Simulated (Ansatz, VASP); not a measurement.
# La: VASP beside Ansatz

```xyz
4
Lattice="3.5996 0.0000 0.0000 -1.7998 3.1174 0.0000 0.0000 0.0000 11.5524" Properties=species:S:1:pos:R:3 pbc="T T T"
La   -1.7998    3.1174    0.0000
La    1.7998    3.1174    5.7762
La    0.0000    2.0782    8.6643
La    1.7998    1.0391    2.8881
```

Alike in both runs: task single point; functional LDA; k mesh 10 × 10 × 3; occupations fermi-dirac, width 0.1 eV; no spin polarisation.

```csv
,VASP,Ansatz
version,VASP 6.6.1,Ansatz 0.2.0
potentials or method,"VASP PAW LDA potentials, release 64 (La), cutoff 520 eV","plane waves (600 eV) with PAW, scalar-relativistic"
valence electrons in the cell,44,44
```

```csv
,VASP,Ansatz,Ansatz less VASP
pressure (GPa),-0.1,0.0,+0.09
```

Ansatz warns that its potentials were made for another functional, while VASP's fit it. LDA's correlation is that of Perdew and Zunger in VASP and of Perdew and Wang (1992) in Ansatz.

Neither program's run includes spin-orbit coupling.
